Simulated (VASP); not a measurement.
# Ta2SiOF2 (Cmmm) in VASP: a series of runs

Runs on Ta2SiOF2. Level: PBE. Tasks: single point.

Program: VASP 6.6.1. These are calculated values, not measurements. Logs are shortened: lines on timing, memory, paths and dates and some standing lists are left out, and cuts for length are marked.

**1. The cell of the first run**

The structure is orthorhombic, space group Cmmm (No. 65). The conventional cell has a = 4.881 Å, b = 8.126 Å, c = 3.932 Å, α = 90.00°, β = 90.00°, γ = 90.00°. Ta (site symmetry 2/m) has 2 Si at 2.37 Å and 4 F at 2.42 Å and 2 Ta at 2.44 Å and 4 O at 3.08 Å within 3.1 Å. Si (site symmetry mmm) has 4 Ta at 2.37 Å and 4 F at 2.38 Å and 4 O at 3.13 Å within 3.2 Å. O (site symmetry mmm) has 6 F at 2.73 to 2.78 Å and 8 Ta at 3.08 Å and 4 Si at 3.13 Å within 3.6 Å. F (site symmetry m2m) has 2 Si at 2.38 Å and 4 Ta at 2.42 Å and 3 F at 2.67 to 2.81 Å and 3 O at 2.73 to 2.78 Å within 3.1 Å.

The cell was generated, and may not be a known phase.

**2. Single point, PBE**

Input file INCAR:

```
ALGO = Fast ; EDIFF = 1E-6
ENCUT = 520 ; GGA = PE
ISIF = 2 ; ISMEAR = 0
LASPH = True ; LCHARG = False
LREAL = False ; LWAVE = False
NBANDS = 32 ; NELM = 60
PREC = Accurate ; SIGMA = 0.1
```

Input file KPOINTS:

```
k-points
0
Gamma
  4 4 4
```

Input file POSCAR:

```
Ta2SiOF2
1.0
    2.4406671900     -4.0632417900      0.0000000000
    2.4406671900      4.0632417900      0.0000000000
    0.0000000000      0.0000000000      3.9317458000
Ta Si O F
2 1 1 2
Direct
    0.5000000000      0.0000000000      0.5000000000
    0.0000000000      0.5000000000      0.5000000000
    0.5000000000      0.5000000000      0.5000000000
    0.0000000000      0.0000000000      0.0000000000
    0.6641809900      0.3358190100      0.0000000000
    0.3358190100      0.6641809900      0.0000000000
```

Potentials or basis: VASP PAW PBE potentials, release 64 (Ta_pv, Si, O, F).

On the command line:

```sh
$ cat potpaw_PBE.64/Ta_pv/POTCAR potpaw_PBE.64/Si/POTCAR potpaw_PBE.64/O/POTCAR potpaw_PBE.64/F/POTCAR > POTCAR
$ mpirun -np 1 vasp_std > vasp.out
```

OUTCAR:

```text
EDIFF = 1E-6
   ENCUT = 520
   GGA = PE
   ISIF = 2
   ISMEAR = 0
   LASPH = True
   LREAL = False
   NELM = 60
   PREC = Accurate

 ion  position               nearest neighbor table
   1  0.500  0.000  0.500-   3 2.37   3 2.37   6 2.42   5 2.42   6 2.42   5 2.42   2 2.44   2 2.44

   2  0.000  0.500  0.500-   3 2.37   3 2.37   6 2.42   5 2.42   6 2.42   5 2.42   1 2.44   1 2.44

   3  0.500  0.500  0.500-   1 2.37   2 2.37   1 2.37   2 2.37   5 2.38   6 2.38   5 2.38   6 2.38

   4  0.000  0.000  0.000-
   5  0.664  0.336  0.000-   3 2.38   3 2.38   1 2.42   1 2.42   2 2.42   2 2.42
   6  0.336  0.664  0.000-   3 2.38   3 2.38   1 2.42   1 2.42   2 2.42   2 2.42

  LATTYP: Found a base centered orthorhombic cell.
 ALAT       =     4.8813343800
 B/A-ratio  =     1.6648078061
 C/A-ratio  =     0.8054653695

  Lattice vectors:

 A1 = (   2.4406671900,  -4.0632417900,   0.0000000000)
 A2 = (   2.4406671900,   4.0632417900,   0.0000000000)
 A3 = (   0.0000000000,   0.0000000000,   3.9317458000)

Analysis of symmetry for initial positions (statically):
=====================================================================
 Subroutine PRICEL returns:
 Original cell was already a primitive cell.

 Routine SETGRP: Setting up the symmetry group for a
 base centered orthorhombic supercell.

 Subroutine GETGRP returns: Found  8 space group operations
 (whereof  8 operations were pure point group operations)
 out of a pool of  8 trial point group operations.

The static configuration has the point symmetry D_2h.

Analysis of symmetry for dynamics (positions and initial velocities):
=====================================================================
 Subroutine PRICEL returns:
 Original cell was already a primitive cell.

 Routine SETGRP: Setting up the symmetry group for a
 base centered orthorhombic supercell.

 Subroutine GETGRP returns: Found  8 space group operations
 (whereof  8 operations were pure point group operations)
 out of a pool of  8 trial point group operations.

The dynamic configuration has the point symmetry D_2h.

 Subroutine INISYM returns: Found  8 space group operations
 (whereof  8 operations are pure point group operations),
 and found     1 'primitive' translations

----------------------------------------------------------------------------------------

                                     Primitive cell

  volume of cell :      77.9824

  direct lattice vectors                    reciprocal lattice vectors
     2.440667190 -4.063241790  0.000000000     0.204862016 -0.123054454  0.000000000
     2.440667190  4.063241790  0.000000000     0.204862016  0.123054454  0.000000000
     0.000000000  0.000000000  3.931745800     0.000000000  0.000000000  0.254339942

  length of vectors
     4.739914575  4.739914575  3.931745800     0.238978752  0.238978752  0.254339942

  position of ions in fractional coordinates (direct lattice)
     0.500000000  0.000000000  0.500000000
     0.000000000  0.500000000  0.500000000
     0.500000000  0.500000000  0.500000000
     0.000000000  0.000000000  0.000000000
     0.664180990  0.335819010  0.000000000
     0.335819010  0.664180990  0.000000000

  ion indices of the primitive-cell ions
   primitive index   ion index
                 1           1
                 2           2
                 3           3
                 4           4
                 5           5
                 6           6

----------------------------------------------------------------------------------------

 KPOINTS: k-points

Automatic generation of k-mesh.
 Grid dimensions read from file:
 generate k-points for:    4    4    4

 Generating k-lattice:

  Cartesian coordinates                     Fractional coordinates (reciprocal lattice)
     0.051215504 -0.030763614  0.000000000     0.250000000  0.000000000  0.000000000
     0.051215504  0.030763614  0.000000000     0.000000000  0.250000000  0.000000000
     0.000000000  0.000000000  0.063584986     0.000000000  0.000000000  0.250000000

  Length of vectors
     0.059744688  0.059744688  0.063584986

  Shift w.r.t. Gamma in fractional coordinates (k-lattice)
     0.000000000  0.000000000  0.000000000

 Subroutine IBZKPT returns following result:
 ===========================================

 Found     21 irreducible k-points:

 Following reciprocal coordinates:
            Coordinates               Weight
  0.000000  0.000000  0.000000      1.000000
  0.250000  0.000000  0.000000      4.000000
  0.500000  0.000000  0.000000      2.000000
  0.250000  0.250000  0.000000      2.000000
  0.500000  0.250000  0.000000      4.000000
 -0.250000  0.250000  0.000000      2.000000
[... 13 lines left out ...]
 -0.250000  0.250000  0.500000      2.000000
  0.500000  0.500000  0.500000      1.000000
   k-points           NKPTS =     21   k-points in BZ     NKDIM =     21   number of bands    NBANDS=     32
   number of dos      NEDOS =    301   number of ions     NIONS =      6
   total plane-waves  NPLWV =  38880
   dimension x,y,z NGX =    36 NGY =   36 NGZ =   30
   dimension x,y,z NGXF=    72 NGYF=   72 NGZF=   60
   ions per type =               2   1   1   2
   NGX,Y,Z   is equivalent  to a cutoff of  12.63, 12.63, 12.68 a.u.
   NGXF,Y,Z  is equivalent  to a cutoff of  25.25, 25.25, 25.37 a.u.
 SYSTEM =  unknown system
   PREC   = accura    normal or accurate (medium, high low for compatibility)
   ISTART =      0    job   : 0-new  1-cont  2-samecut
   ICHARG =      2    charge: 1-file 2-atom 10-const
   ISPIN  =      1    spin polarized calculation?
   LNONCOLLINEAR =      F non collinear calculations
   LSORBIT =      F    spin-orbit coupling
   LASPH  =      T    aspherical Exc in radial PAW
   ENCUT  =  520.0 eV  38.22 Ry    6.18 a.u.   8.81  8.81  7.31*2*pi/ulx,y,z
   NELM   =     60;   NELMIN=  2; NELMDL= -5     # of ELM steps
   EDIFF  = 0.1E-05   stopping-criterion for ELM
   LREAL  =      F    real-space projection
   EDIFFG = 0.1E-04   stopping-criterion for IOM
   NSW    =      0    number of steps for IOM
   IBRION =     -1    ionic relax: 0-MD 1-quasi-New 2-CG
   NFREE  =      0    steps in history (QN), initial steepest desc. (CG)
   ISIF   =      2    stress and relaxation
   ISYM   =      2    0-nonsym 1-usesym 2-fastsym
   POTIM  = 0.5000    time-step for ionic-motion
   TEBEG  =    0.0;   TEEND  =   0.0 temperature during run
   PSTRESS=    0.0 pullay stress
   NELECT =      46.0000    total number of electrons
   NUPDOWN=      -1.0000    fix difference up-down
   EMIN   =  10.00;   EMAX   =-10.00  energy-range for DOS
   EFERMI =   0.00;   METHOD = LEGACY
   ISMEAR =     0;   SIGMA  =   0.10  broadening in eV -4-tet -1-fermi 0-gaus
   EFERMI_NEDOS =   21; number of points for ismear=-14 and -15
   IALGO  =     68    algorithm
   IMIX   =      4    mixing-type and parameters
     AMIX     =   0.40;   BMIX     =  1.00
     AMIX_MAG =   1.60;   BMIX_MAG =  1.00
  volume/ion in A,a.u.               =      13.00        87.71
  Fermi-wavevector in a.u.,A,eV,Ry     =   1.372973  2.594542 25.647716  1.885054
  Thomas-Fermi vector in A             =   2.498532
   LORBIT       =      0    0 simple, 1 ext, 2 COOP (PROOUT), +10 PAW based schemes
   GGA     = PE    functional components
   LHFCALC =     F    Hartree Fock is set to
   AEXX    =    0.0000 exact exchange contribution
   IVDW    =     0    specifies the selected vdW correction
   LEPSILON=     F    determine dielectric tensor
   LRPA    =     F    only Hartree local field effects (RPA)
 non-spin polarized calculation
 RMM-DIIS sequential band-by-band and
 Gauss-broadening in eV      SIGMA  =   0.10
  energy-cutoff  :      520.00
  volume of cell :       77.98
 maximum number of plane-waves:      2114
   NGX = 17   NGY = 17   NGZ = 15

 number of electron      46.0000009 magnetization

 Free energy of the ion-electron system (eV)
  ---------------------------------------------------
  ext. energy  EPLUGINS =         0.00000000
  ---------------------------------------------------
  free energy    TOTEN  =       -36.02519392 eV

  energy without entropy =      -35.99757057  energy(sigma->0) =      -36.01138224

 E-fermi :   5.9485     XC(G=0): -11.4753

 val. band max:        5.9335778928   @ k =   0.2500   0.0000   0.5000
 cond. band min:       5.9601914484   @ k =   0.2500   0.2500   0.0000
 fundamental gap:      0.0266135556
 Fermi energy:         5.9485094538

 k-point     1 :       0.0000    0.0000    0.0000
  band No.  band energies     occupation
      1     -30.9806      2.00000
      2     -29.9236      2.00000
      3     -29.5994      2.00000
      4     -29.5296      2.00000
      5     -29.2245      2.00000
      6     -28.0075      2.00000
[... 24 lines left out ...]
     31      10.5033      0.00000
     32      10.5496      0.00000

 k-point     2 :       0.2500    0.0000    0.0000
  band No.  band energies     occupation
      1     -30.6067      2.00000
      2     -29.8677      2.00000
      3     -29.5892      2.00000
      4     -29.5426      2.00000
      5     -29.2936      2.00000
      6     -28.5015      2.00000
[... 24 lines left out ...]
     31       9.3982      0.00000
     32       9.5528      0.00000

 k-point     3 :       0.5000    0.0000    0.0000
  band No.  band energies     occupation
      1     -29.7303      2.00000
      2     -29.7303      2.00000
      3     -29.6762      2.00000
      4     -29.6677      2.00000
      5     -29.3652      2.00000
      6     -29.3643      2.00000
[... 24 lines left out ...]
     31       9.3763      0.00000
     32      10.2057      0.00000

 k-point     4 :       0.2500    0.2500    0.0000
  band No.  band energies     occupation
      1     -29.7311      2.00000
      2     -29.7295      2.00000
      3     -29.6780      2.00000
      4     -29.6661      2.00000
      5     -29.3743      2.00000
      6     -29.3549      2.00000
[... 549 lines left out ...]
     31      10.7093      0.00000
     32      10.7407      0.00000

 k-point    20 :      -0.2500    0.2500    0.5000
  band No.  band energies     occupation
      1     -30.9639      2.00000
      2     -30.0066      2.00000
      3     -29.6088      2.00000
      4     -29.5595      2.00000
      5     -29.2127      2.00000
      6     -28.0056      2.00000
[... 24 lines left out ...]
     31      10.9225      0.00000
     32      12.1360      0.00000

 k-point    21 :       0.5000    0.5000    0.5000
  band No.  band energies     occupation
      1     -30.9674      2.00000
      2     -30.0049      2.00000
      3     -29.6252      2.00000
      4     -29.5603      2.00000
      5     -29.2039      2.00000
      6     -28.0055      2.00000
[... 24 lines left out ...]
     31      11.0196      0.00000
     32      11.5401      0.00000

------------------------ aborting loop because EDIFF is reached ----------------------------------------

  FORCE on cell =-STRESS in cart. coord.  units (eV):
  Direction    XX          YY          ZZ          XY          YZ          ZX
  --------------------------------------------------------------------------------------
  -------------------------------------------------------------------------------------
  Total       16.6556272     14.9513627      1.3707422      0.0000000      0.0000000      0.0000000
  in kB      342.1959901    307.1812486     28.1624035      0.0000000      0.0000000      0.0000000
  external PRESSURE =     225.8465474 kB  Pullay stress =       0.0000000 kB

 VOLUME and BASIS-vectors are now :
 -----------------------------------------------------------------------------
  energy-cutoff  :      520.00
  volume of cell :       77.98
      direct lattice vectors                 reciprocal lattice vectors
     2.440667190 -4.063241790  0.000000000     0.204862016 -0.123054454  0.000000000
     2.440667190  4.063241790  0.000000000     0.204862016  0.123054454  0.000000000
     0.000000000  0.000000000  3.931745800     0.000000000  0.000000000  0.254339942

 POSITION                                       TOTAL-FORCE (eV/Angst)
 -----------------------------------------------------------------------------------
      1.22033     -2.03162      1.96587        -0.000000      0.000000     -0.000000
      1.22033      2.03162      1.96587        -0.000000      0.000000     -0.000000
      2.44067      0.00000      1.96587         0.000000      0.000000     -0.000000
      0.00000      0.00000      0.00000        -0.000000      0.000000     -0.000000
      2.44067     -1.33421      0.00000        -0.000000     -0.762888     -0.000000
      2.44067      1.33421      0.00000        -0.000000      0.762888      0.000000
 -----------------------------------------------------------------------------------
    total drift:                               -0.000000     -0.000000     -0.000000

  FREE ENERGIE OF THE ION-ELECTRON SYSTEM (eV)
  ---------------------------------------------------
  free  energy   TOTEN  =       -36.0251939213 eV

  energy  without entropy=      -35.9975705659  energy(sigma->0) =      -36.01138224
```

Run time: 72 s. Hardware: 1 thread of Oxide Virtual Turin-like, shared host; peak memory 0.19 GiB.

Results:

- Free energy: -36.0252 eV
- Pressure: 22.6 GPa
- Largest force: 0.763 eV/Å
- Band gap on the k mesh: zero (bands 23 and 24 overlap by 1.18 eV)

Forces on the atoms (eV/Å):
```
Ta   0.000  0.000  0.000
Ta   0.000  0.000  0.000
Si   0.000  0.000  0.000
O    0.000  0.000  0.000
F    0.000 -0.763  0.000
F    0.000  0.763  0.000
```

Caveat: the k points lie up to 0.40 Å⁻¹ apart, too coarse for converged energies and pressures of a metal; spin-orbit coupling is left out, which moves the levels of the heavy elements.

(Continued in part 2 of 2.)

The gap in the log of VASP goes by the Fermi energy; the results here count the filled bands.